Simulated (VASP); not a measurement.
# BP3 (Pm-3m) in VASP: further runs

Runs on BP3. Level: PBE. Tasks: relaxation of cell and atoms, single point.

All numbers are computed with VASP 6.6.1; they aren't measurements. Logs are shortened: lines on timing, memory, paths and dates and some standing lists are left out, and cuts for length are marked.

**1. The cell of the first run**

The structure is cubic, space group Pm-3m (No. 221). The conventional cell has a = 3.702 Å, b = 3.702 Å, c = 3.702 Å, α = 90.00°, β = 90.00°, γ = 90.00°. B (site symmetry m-3m) has 12 P at 2.62 Å within 3.5 Å. Within 3.5 Å of P (site symmetry 4/mmm) lie 4 B at 2.62 Å and 8 P at 2.62 Å.

**2. Relaxation of cell and atoms, PBE**

INCAR reads:

```
ALGO = Normal ; EDIFF = 1E-6
EDIFFG = -0.04 ; ENCUT = 600
GGA = PE ; IBRION = 2
ISIF = 3 ; ISMEAR = 0
LASPH = True ; LCHARG = False
LREAL = False ; LWAVE = False
NELM = 100 ; NSW = 90
PREC = Accurate ; SIGMA = 0.1
```

KPOINTS reads:

```
k-points
0
Gamma
  6 6 6
```

POSCAR reads:

```
BP3
1.0
    3.7020980759      0.0000000000      0.0000000000
    0.0000000000      3.7020980759      0.0000000000
    0.0000000000      0.0000000000      3.7020980759
B P
1 3
Direct
    0.0000000000      0.0000000000      0.0000000000
    0.0000000000      0.5000000000      0.5000000000
    0.5000000000      0.0000000000      0.5000000000
    0.5000000000      0.5000000000      0.0000000000
```

Potentials or basis: VASP PAW PBE potentials, release 64 (B, P).

The run is started by

```
$ cat potpaw_PBE.64/B/POTCAR potpaw_PBE.64/P/POTCAR > POTCAR
$ mpirun -np 1 vasp_std > vasp.out
```

OUTCAR:

```text
EDIFF = 1E-6
   EDIFFG = -0.04
   ENCUT = 600
   GGA = PE
   IBRION = 2
   ISIF = 3
   ISMEAR = 0
   LASPH = True
   LREAL = False
   NELM = 100
   NSW = 90
   PREC = Accurate

 ion  position               nearest neighbor table
   1  0.000  0.000  0.000-
   2  0.000  0.500  0.500-   3 2.62   4 2.62   4 2.62   3 2.62   3 2.62   4 2.62   4 2.62   3 2.62

   3  0.500  0.000  0.500-   2 2.62   4 2.62   4 2.62   2 2.62   4 2.62   4 2.62   2 2.62   2 2.62

   4  0.500  0.500  0.000-   2 2.62   3 2.62   2 2.62   3 2.62   3 2.62   3 2.62   2 2.62   2 2.62

  LATTYP: Found a simple cubic cell.
 ALAT       =     3.7020980759

  Lattice vectors:

 A1 = (   3.7020980759,   0.0000000000,   0.0000000000)
 A2 = (   0.0000000000,   3.7020980759,   0.0000000000)
 A3 = (   0.0000000000,   0.0000000000,   3.7020980759)

Analysis of symmetry for initial positions (statically):
=====================================================================
 Subroutine PRICEL returns:
 Original cell was already a primitive cell.

 Routine SETGRP: Setting up the symmetry group for a
 simple cubic supercell.

 Subroutine GETGRP returns: Found 48 space group operations
 (whereof 48 operations were pure point group operations)
 out of a pool of 48 trial point group operations.

The static configuration has the point symmetry O_h .

Analysis of symmetry for dynamics (positions and initial velocities):
=====================================================================
 Subroutine PRICEL returns:
 Original cell was already a primitive cell.

 Routine SETGRP: Setting up the symmetry group for a
 simple cubic supercell.

 Subroutine GETGRP returns: Found 48 space group operations
 (whereof 48 operations were pure point group operations)
 out of a pool of 48 trial point group operations.

The dynamic configuration has the point symmetry O_h .

 Subroutine INISYM returns: Found 48 space group operations
 (whereof 48 operations are pure point group operations),
 and found     1 'primitive' translations

----------------------------------------------------------------------------------------

                                     Primitive cell

  volume of cell :      50.7392

  direct lattice vectors                    reciprocal lattice vectors
     3.702098076  0.000000000  0.000000000     0.270117101  0.000000000  0.000000000
     0.000000000  3.702098076  0.000000000     0.000000000  0.270117101  0.000000000
[... 157 lines left out ...]
      0.00000      0.00000      0.00000         0.000000      0.000000      0.000000
      0.00000      1.85105      1.85105         0.000000      0.000000      0.000000
      1.85105      0.00000      1.85105         0.000000      0.000000      0.000000
      1.85105      1.85105      0.00000         0.000000      0.000000      0.000000
 -----------------------------------------------------------------------------------
    total drift:                                0.000000      0.000000     -0.000000

  FREE ENERGIE OF THE ION-ELECTRON SYSTEM (eV)
  ---------------------------------------------------
  free  energy   TOTEN  =       -17.7460332317 eV

  energy  without entropy=      -17.7406391137  energy(sigma->0) =      -17.74333617

--------------------------------------- Ionic step        2  -------------------------------------------

 number of electron      18.0000002 magnetization

 Free energy of the ion-electron system (eV)
  ---------------------------------------------------
  ext. energy  EPLUGINS =         0.00000000
  ---------------------------------------------------
  free energy    TOTEN  =       -17.74840858 eV

  energy without entropy =      -17.74286646  energy(sigma->0) =      -17.74563752

 E-fermi :   9.7991     XC(G=0): -11.6724

 val. band max:        9.7746147336   @ k =   0.1667   0.0000   0.0000
 cond. band min:       9.8820553877   @ k =   0.1667   0.1667   0.0000
 fundamental gap:      0.1074406541
 Fermi energy:         9.7991427274

 k-point     1 :       0.0000    0.0000    0.0000
  band No.  band energies     occupation
      1      -6.9579      2.00000
      2       2.4893      2.00000
      3       2.4893      2.00000
      4       3.0980      2.00000
      5       3.0980      2.00000
      6       3.0980      2.00000
      7       5.2253      2.00000
      8      11.2194      0.00000
      9      11.2194      0.00000
     10      11.2194      0.00000
     11      11.6802      0.00000
     12      11.6802      0.00000
     13      11.6802      0.00000
[... 290 lines left out ...]
  band No.  band energies     occupation
      1      -0.7838      2.00000
      2      -0.7838      2.00000
      3      -0.7838      2.00000
      4       0.7049      2.00000
      5       1.9154      2.00000
      6       1.9154      2.00000
      7       1.9154      2.00000
      8       3.2361      2.00000
      9      15.8342      0.00000
     10      15.8342      0.00000
     11      15.8395      0.00000
     12      15.8395      0.00000
     13      15.8395      0.00000

------------------------ aborting loop because EDIFF is reached ----------------------------------------

  FORCE on cell =-STRESS in cart. coord.  units (eV):
  Direction    XX          YY          ZZ          XY          YZ          ZX
  --------------------------------------------------------------------------------------
  -------------------------------------------------------------------------------------
  Total        0.0528708      0.0528708      0.0528708     -0.0000000     -0.0000000      0.0000000
  in kB        1.6930872      1.6930872      1.6930872     -0.0000000     -0.0000000      0.0000000
  external PRESSURE =       1.6930872 kB  Pullay stress =       0.0000000 kB

 VOLUME and BASIS-vectors are now :
 -----------------------------------------------------------------------------
  energy-cutoff  :      600.00
  volume of cell :       50.03
      direct lattice vectors                 reciprocal lattice vectors
     3.684814794  0.000000000 -0.000000000     0.271384060 -0.000000000 -0.000000000
     0.000000000  3.684814794 -0.000000000    -0.000000000  0.271384060 -0.000000000
     0.000000000  0.000000000  3.684814794     0.000000000  0.000000000  0.271384060

 POSITION                                       TOTAL-FORCE (eV/Angst)
 -----------------------------------------------------------------------------------
      0.00000      0.00000      0.00000         0.000000      0.000000     -0.000000
      0.00000      1.84241      1.84241         0.000000      0.000000      0.000000
      1.84241      0.00000      1.84241         0.000000      0.000000     -0.000000
      1.84241      1.84241     -0.00000        -0.000000     -0.000000     -0.000000
 -----------------------------------------------------------------------------------
    total drift:                                0.000000      0.000000     -0.000000

  FREE ENERGIE OF THE ION-ELECTRON SYSTEM (eV)
  ---------------------------------------------------
  free  energy   TOTEN  =       -17.7484085837 eV

  energy  without entropy=      -17.7428664621  energy(sigma->0) =      -17.74563752

 reached required accuracy - stopping structural energy minimisation
```

Wall time 36 s (1 thread of Intel Xeon 8259CL, shared host); peak memory 0.17 GiB.

What came out:

| Property | Result |
| --- | --- |
| Free energy | -17.7484 eV |
| Relaxed volume | 12.51 Å³/atom |
| Relaxed cell | a = 3.685 Å, b = 3.685 Å, c = 3.685 Å, α = 90.00°, β = 90.00°, γ = 90.00° |
| Space group after relaxing (to 0.1 Å) | Pm-3m (No. 221) |
| Energy gained by relaxing | 0.6 meV/atom |
| Ionic steps | 2 |
| Pressure after relaxing | 0.2 GPa |
| Band gap on the k mesh | zero (bands 9 and 10 overlap by 8.09 eV) |

Step by step:
```csv
step,energy change (eV),largest force (eV/Å),pressure (GPa),volume (Å³)
1,0.0000,0.0000,-1.22,50.74
2,-0.0024,0.0000,0.17,50.03
```

Final structure:
```yaml
crystal:
  lattice:
    - [3.68481, 0.00000, 0.00000]
    - [0.00000, 3.68481, 0.00000]
    - [0.00000, 0.00000, 3.68481]
  atoms:
    - { symbol: B, position: [0.00000, 0.00000, 0.00000] }
    - { symbol: P, position: [0.00000, 0.50000, 0.50000] }
    - { symbol: P, position: [0.50000, 0.00000, 0.50000] }
    - { symbol: P, position: [0.50000, 0.50000, 0.00000] }
```

**3. Single point, PBE**

This run uses another cell than the first one, of 12.55 Å³/atom.

INCAR reads:

```
  PREC = Accurate
  ENCUT = 520
  EDIFF = 1E-7
  ISMEAR = 0
  SIGMA = 0.1
  LREAL = F
  LASPH = T
  NELM = 60
  ALGO = Normal
  ISIF = 2
  LWAVE = F
  LCHARG = F
  GGA = PE
  NBANDS = 17
```

KPOINTS reads:

```
Automatic mesh
0
Gamma
  12 12 12
```

POSCAR reads:

```
BP3
1.0
    3.6888178719      0.0000000000      0.0000000000
    0.0000000000      3.6888178719      0.0000000000
    0.0000000000      0.0000000000      3.6888178719
B P
1 3
Direct
    0.0000000000      0.0000000000      0.0000000000
    0.0000000000      0.5000000000      0.5000000000
    0.5000000000      0.0000000000      0.5000000000
    0.5000000000      0.5000000000      0.0000000000
```

Potentials or basis: VASP PAW PBE potentials, release 64 (B, P).

The run is started by

```
$ cat potpaw_PBE.64/B/POTCAR potpaw_PBE.64/P/POTCAR > POTCAR
$ mpirun -np 1 vasp_std > vasp.out
```

Run time: 77 s. Hardware: 1 thread of Intel Xeon 8259CL, shared host; peak memory 0.19 GiB.

It converged, with:

```
Free energy            : -17.6885 eV
Pressure               : -0.2 GPa
Band gap on the k mesh : zero (bands 9 and 10 overlap by 8.00 eV)
```

Levels at points of the mesh, in eV from the Fermi level:
| k point | band 7 | band 8 | band 9 | band 10 | band 11 | band 12 |
| --- | --- | --- | --- | --- | --- | --- |
| (0.00, 0.00, 0.00) | -4.55 | 1.40 | 1.40 | 1.40 | 1.89 | 1.89 |
| (0.50, 0.00, 0.00) | -3.72 | -3.72 | -2.23 | -2.04 | 3.60 | 3.69 |
| (0.50, 0.50, 0.00) | -1.86 | -1.86 | -1.53 | -1.53 | -0.60 | -0.24 |
| (0.50, 0.50, 0.50) | -7.85 | -6.49 | 5.96 | 5.96 | 6.07 | 6.07 |

**4. Relaxation of cell and atoms, PBE**

This run uses another cell than the first one, of 12.59 Å³/atom.

INCAR reads:

```
SYSTEM = BP3
  PREC = Accurate
  ENCUT = 600
  EDIFF = 1E-6
  ISMEAR = 0
  SIGMA = 0.1
  LREAL = .FALSE.
  LASPH = .TRUE.
  NELM = 60
  ALGO = Normal
  ISIF = 3
  LWAVE = .FALSE.
  LCHARG = .FALSE.
  GGA = PE
  IBRION = 2
  NSW = 100
  EDIFFG = -0.01
```

KPOINTS reads:

```
Automatic mesh
0
G
  12 12 12
  0 0 0
```

POSCAR reads:

```
BP3
1.0
    3.6931620857      0.0000000000      0.0000000000
    0.0000000000      3.6931620857      0.0000000000
    0.0000000000      0.0000000000      3.6931620857
B P
1 3
Direct
    0.0000000000      0.0000000000      0.0000000000
    0.0000000000      0.5000000000      0.5000000000
    0.5000000000      0.0000000000      0.5000000000
    0.5000000000      0.5000000000      0.0000000000
```

Potentials or basis: VASP PAW PBE potentials, release 64 (B, P).

The run is started by

```
$ cat potpaw_PBE.64/B/POTCAR potpaw_PBE.64/P/POTCAR > POTCAR
$ mpirun -np 1 vasp_std > vasp.out
```

OUTCAR:

```text
SYSTEM = BP3
   PREC = Accurate
   ENCUT = 600
   EDIFF = 1E-6
   ISMEAR = 0
   LREAL = .FALSE.
   LASPH = .TRUE.
   NELM = 60
   ISIF = 3
   GGA = PE
   IBRION = 2
   NSW = 100
   EDIFFG = -0.01

 ion  position               nearest neighbor table
   1  0.000  0.000  0.000-
   2  0.000  0.500  0.500-   3 2.61   4 2.61   4 2.61   3 2.61   3 2.61   4 2.61   4 2.61   3 2.61

   3  0.500  0.000  0.500-   2 2.61   4 2.61   4 2.61   2 2.61   4 2.61   4 2.61   2 2.61   2 2.61
[... 629 lines left out ...]
     13      12.3800      0.00000

 [... further k-points ...]
[... 5 lines left out ...]
  --------------------------------------------------------------------------------------
  -------------------------------------------------------------------------------------
  Total        0.0046755      0.0046755      0.0046755     -0.0000000      0.0000000     -0.0000000
  in kB        0.1495482      0.1495482      0.1495482     -0.0000000      0.0000000     -0.0000000
  external PRESSURE =       0.1495482 kB  Pullay stress =       0.0000000 kB

 VOLUME and BASIS-vectors are now :
 -----------------------------------------------------------------------------
  energy-cutoff  :      600.00
  volume of cell :       50.09
      direct lattice vectors                 reciprocal lattice vectors
     3.686267945 -0.000000000 -0.000000000     0.271277079  0.000000000 -0.000000000
    -0.000000000  3.686267945 -0.000000000     0.000000000  0.271277079  0.000000000
     0.000000000 -0.000000000  3.686267945     0.000000000  0.000000000  0.271277079

 POSITION                                       TOTAL-FORCE (eV/Angst)
 -----------------------------------------------------------------------------------
      0.00000      0.00000      0.00000         0.000000     -0.000000      0.000000
      0.00000      1.84313      1.84313         0.000000      0.000000      0.000000
      1.84313     -0.00000      1.84313         0.000000     -0.000000     -0.000000
      1.84313      1.84313     -0.00000        -0.000000     -0.000000      0.000000
 -----------------------------------------------------------------------------------
    total drift:                                0.000000      0.000000     -0.000000

  FREE ENERGIE OF THE ION-ELECTRON SYSTEM (eV)
  ---------------------------------------------------
  free  energy   TOTEN  =       -17.6895277291 eV

  energy  without entropy=      -17.6796199834  energy(sigma->0) =      -17.68457386

 reached required accuracy - stopping structural energy minimisation
```

OSZICAR:

```text
N       E                     dE             d eps       ncg     rms          rms(c)
DAV:   1     0.540928347802E+02    0.54093E+02   -0.90413E+03  2184   0.140E+03
DAV:   2    -0.138097228216E+02   -0.67903E+02   -0.64721E+02  2802   0.190E+02
DAV:   3    -0.177018472094E+02   -0.38921E+01   -0.37695E+01  2938   0.414E+01
DAV:   4    -0.177665096427E+02   -0.64662E-01   -0.64458E-01  2583   0.573E+00
DAV:   5    -0.177679069889E+02   -0.13973E-02   -0.13892E-02  3025   0.675E-01    0.837E+00
DAV:   6    -0.176975571452E+02    0.70350E-01   -0.21671E-01  2845   0.242E+00    0.503E+00
DAV:   7    -0.176893114809E+02    0.82457E-02   -0.34227E-02  2464   0.130E+00    0.130E+00
DAV:   8    -0.176891018356E+02    0.20965E-03   -0.17120E-03  2901   0.310E-01    0.135E-01
DAV:   9    -0.176891033876E+02   -0.15520E-05   -0.13542E-04  2833   0.812E-02    0.381E-02
DAV:  10    -0.176891054954E+02   -0.21078E-05   -0.18712E-05  2817   0.288E-02    0.635E-03
DAV:  11    -0.176891046617E+02    0.83372E-06   -0.15457E-06  1817   0.908E-03
   1 F= -.17689105E+02 E0= -.17684025E+02  d E =-.176891E+02
       N       E                     dE             d eps       ncg     rms          rms(c)
DAV:   1    -0.176901536212E+02   -0.10481E-02   -0.21046E-02  2379   0.941E-01    0.163E-01
DAV:   2    -0.176896875625E+02    0.46606E-03   -0.90932E-04  2542   0.226E-01    0.871E-02
DAV:   3    -0.176895419946E+02    0.14557E-03   -0.22979E-04  2677   0.930E-02    0.323E-02
DAV:   4    -0.176895277000E+02    0.14295E-04   -0.30637E-05  2861   0.365E-02    0.100E-02
DAV:   5    -0.176895277291E+02   -0.29098E-07   -0.40897E-06  2639   0.129E-02
   2 F= -.17689528E+02 E0= -.17684574E+02  d E =-.423067E-03
```

CONTCAR:

```text
BP3
   1.00000000000000
     3.6862679445677746   -0.0000000000000000   -0.0000000000000000
    -0.0000000000000000    3.6862679445677746   -0.0000000000000000
     0.0000000000000000   -0.0000000000000000    3.6862679445677746
  B               P
     1     3
Direct
     0.0000000000000000    0.0000000000000000    0.0000000000000000
     0.0000000000000000    0.5000000000000000    0.5000000000000000
     0.5000000000000000    0.0000000000000000    0.5000000000000000
     0.5000000000000000    0.5000000000000000    0.0000000000000000

  0.00000000E+00  0.00000000E+00  0.00000000E+00
  0.00000000E+00  0.00000000E+00  0.00000000E+00
  0.00000000E+00  0.00000000E+00  0.00000000E+00
  0.00000000E+00  0.00000000E+00  0.00000000E+00
```

Wall time 1.9 min (1 thread of Intel Xeon 8259CL, shared host); peak memory 0.2 GiB.

Results:

* Free energy: -17.6895 eV
* Relaxed volume: 12.52 Å³/atom
* Relaxed cell: a = 3.686 Å, b = 3.686 Å, c = 3.686 Å, α = 90.00°, β = 90.00°, γ = 90.00°
* Space group after relaxing (to 0.1 Å): Pm-3m (No. 221)
* Energy gained by relaxing: 0.1 meV/atom
* Ionic steps: 2
* Pressure after relaxing: 0.0 GPa
* Band gap on the k mesh: zero (bands 9 and 10 overlap by 8.02 eV)

The path:
```
step  energy change (eV)  largest force (eV/Å)  pressure (GPa)  volume (Å³)
   1              0.0000                0.0000           -0.49        50.37
   2             -0.0004                0.0000            0.01        50.09
```

Final structure:
```
B P
1.0
     3.68627    0.00000    0.00000
     0.00000    3.68627    0.00000
     0.00000    0.00000    3.68627
B P
1 3
Direct
  0.00000 0.00000 0.00000
  0.00000 0.50000 0.50000
  0.50000 0.00000 0.50000
  0.50000 0.50000 0.00000
```

Levels at points of the mesh, in eV from the Fermi level:
| k point | band 7 | band 8 | band 9 | band 10 | band 11 | band 12 |
| --- | --- | --- | --- | --- | --- | --- |
| (0.00, 0.00, 0.00) | -4.55 | 1.41 | 1.41 | 1.41 | 1.89 | 1.89 |
| (0.50, 0.00, 0.00) | -3.73 | -3.73 | -2.24 | -2.04 | 3.61 | 3.70 |
| (0.50, 0.50, 0.00) | -1.86 | -1.86 | -1.53 | -1.53 | -0.61 | -0.23 |
| (0.50, 0.50, 0.50) | -7.86 | -6.50 | 5.98 | 5.98 | 6.08 | 6.08 |

**5. Overview**

```tsv
task	cell	k mesh	cutoff (eV)	gap on the mesh (eV)	pressure (GPa)	relaxed volume (Å³/atom)
relaxation of cell and atoms	relaxed from a = 3.702 Å, 4 atoms	6 × 6 × 6	600	none	0.2	12.51
single point	a = 3.689 Å, 4 atoms	12 × 12 × 12	520	none	-0.2	-
relaxation of cell and atoms	relaxed from a = 3.693 Å, 4 atoms	12 × 12 × 12	600	none	0.0	12.52
```

Alike in all rows: level PBE; potentials or basis VASP PAW PBE potentials, release 64 (B, P); no spin polarisation; smearing gaussian 0.1 eV.

Total energies depend on the potentials used, so only differences within one code and one set of settings carry meaning.
